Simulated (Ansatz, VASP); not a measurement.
ZnCu: VASP beside Ansatz

```xyz
2
Lattice="3.3058 0.0000 0.0000 0.0000 3.3058 0.0000 0.0000 0.0000 2.3372" Properties=species:S:1:pos:R:3 pbc="T T T"
Zn    1.6529    1.6529    1.1686
Cu    0.0000    0.0000    0.0000
```

Alike in both runs: task single point; functional PBEsol; k mesh 18 × 18 × 18; occupations gaussian, width 0.15 eV; no spin polarisation.

|  | VASP | Ansatz |
| --- | --- | --- |
| version | VASP 6.6.1 | Ansatz 0.2.0 |
| potentials or method | VASP PAW PBE potentials, release 64 (Zn, Cu), cutoff 520 eV | scalar-relativistic, plane waves, PAW |
| valence electrons in the cell | 23 | 31 |

```tsv
	VASP	Ansatz	Ansatz less VASP
gap on the k mesh at the Fermi level (eV)	none	none	-
pressure (GPa)	4.2	3.5	-0.71
traceless stress, the component that is largest in VASP (GPa)	23.87	23.77	-0.105
```

VASP's potentials were made for PBE, not for PBEsol. A gap of «none» marks a metal or a gap that the smearing closes. VASP's potentials hold 23 valence electrons a cell and Ansatz's 31, so a difference there can come from the potentials and not from the codes.
